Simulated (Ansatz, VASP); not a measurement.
# Ta in VASP and in Ansatz

```
CELL_PARAMETERS angstrom
-2.64431 2.64431 1.40754
2.64431 -2.64431 1.40754
2.64431 2.64431 -1.40754
ATOMIC_POSITIONS crystal
Ta 0.62500 0.87500 0.75000
Ta 0.37500 0.12500 0.25000
```

Alike in both runs: functional PBE; k mesh 17 × 17 × 17; occupations fermi-dirac, width 0.1 eV; no spin polarisation.

Ansatz relaxed the structure, and its values are those at the end. VASP's run is a single point on that final structure, the one shown.

|  | VASP | Ansatz |
| --- | --- | --- |
| version | VASP 6.6.1 | Ansatz 0.2.0 |
| potentials or method | VASP PAW PBE potentials, release 64 (Ta_pv) | PAW with Ansatz's default frozen-core files, scalar-relativistic |
| plane-wave cutoff (eV) | 520 | 420 |
| valence electrons in the cell | 22 | 26 |

```csv
,VASP,Ansatz,Ansatz less VASP
pressure (GPa),0.1,0.0,-0.13
```

VASP's potentials hold 22 valence electrons a cell and Ansatz's 26, so a difference there can come from the potentials and not from the codes.

Neither program's run includes spin-orbit coupling.
